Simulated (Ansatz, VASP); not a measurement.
# One calculation of CuNi2, two programs

```
Cu Ni
1.0
     2.49918    0.00000    0.00000
    -1.24959    2.16435    0.00000
     0.00000    0.00000   12.46068
Cu Ni
2 4
Direct
  0.33333 0.66667 0.75000
  0.66667 0.33333 0.25000
  0.33333 0.66667 0.08059
  0.33333 0.66667 0.41941
  0.66667 0.33333 0.91941
  0.66667 0.33333 0.58059
```

Alike in both runs: functional PBE; k mesh 6 × 6 × 2; occupations gaussian, width 0.1 eV; collinear spin.

Ansatz relaxed the structure, and its values are those at the end. VASP's run is a single point on that final structure, the one shown.

```csv
,VASP,Ansatz
version,VASP 6.6.1,Ansatz 0.2.0
potentials or method,"VASP PAW PBE potentials, release 64 (Cu, Ni), cutoff 520 eV","scalar-relativistic, plane waves, PAW"
valence electrons in the cell,62,110
```

|  | VASP | Ansatz | Ansatz less VASP |
| --- | --- | --- | --- |
| gap on the k mesh at the Fermi level (eV) | none | none | - |
| pressure (GPa) | 0.3 | 0.1 | -0.18 |
| rms of the force components (eV/Å) | 0.008 | 0.010 | +0.0013 |
| net moment per atom (μB) | 0.35 | 0.36 | +0.002 |
| size of the moment on the site where the two differ most (μB) | 0.54 | 0.57 | +0.025 |

Site moments also hang on the region over which each program counts them. A gap of «none» marks a metal or a gap that the smearing closes. VASP's potentials hold 62 valence electrons a cell and Ansatz's 110, so a difference there can come from the potentials and not from the codes.

The k mesh is coarse, so the values compare programs but aren't converged.
